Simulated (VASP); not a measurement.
Here is a VASP 6.6.1 calculation.

The input INCAR:

```
SYSTEM = K2ZrF5
  PREC = Accurate
  ENCUT = 520
  EDIFF = 1E-7
  ISMEAR = 0
  SIGMA = 0.2
  LREAL = .False.
  LASPH = .True.
  NELM = 150
  ALGO = Normal
  ISIF = 2
  LWAVE = .False.
  LCHARG = .False.
  ISPIN = 2
  MAGMOM = 0 0 0.4 0 0 0 0 0
  LORBIT = 11
  LMAXMIX = 4
  GGA = PE
  NBANDS = 46
```

The input KPOINTS:

```
Automatic mesh
0
Gamma
  6 6 2
  0 0 0
```

File POSCAR:

```
K2ZrF5
1.0
    4.2852440896      0.0000000000      0.0000000000
    0.0000000000      4.2852440896      0.0000000000
    0.0000000000      0.0000000000     10.1173602267
K Zr F
2 1 5
Direct
    0.0000000000      0.5000000000      0.8550488941
    0.5000000000      0.0000000000      0.1449511059
    0.0000000000      0.0000000000      0.5000000000
    0.0000000000      0.5000000000      0.5053861336
    0.5000000000      0.0000000000      0.4946138664
    0.0000000000      0.0000000000      0.2961876918
    0.0000000000      0.0000000000      0.7038123082
    0.5000000000      0.5000000000      0.0000000000
```

Potentials or basis: VASP PAW PBE potentials, release 64 (K_sv, Zr_sv, F).

Launch:

```sh
$ cat potpaw_PBE.64/K_sv/POTCAR potpaw_PBE.64/Zr_sv/POTCAR potpaw_PBE.64/F/POTCAR > POTCAR
$ mpirun -np 1 vasp_std > vasp.out
```

Problem. Estimate the net moment.

Solution. 0.84 μB per cell.

Problem. Estimate the site moments.

Solution. K +0.00; Zr +0.66; F +0.00 μB.

Problem. What does it give for the pressure?

Solution. 0.0 GPa.

Forces on the atoms (eV/Å):
```
K    0.000  0.000 -0.005
K    0.000  0.000  0.005
Zr   0.000  0.000  0.000
F    0.000  0.000 -0.001
F    0.000  0.000  0.001
F    0.000  0.000 -0.078
F    0.000  0.000  0.078
F    0.000  0.000  0.000
```
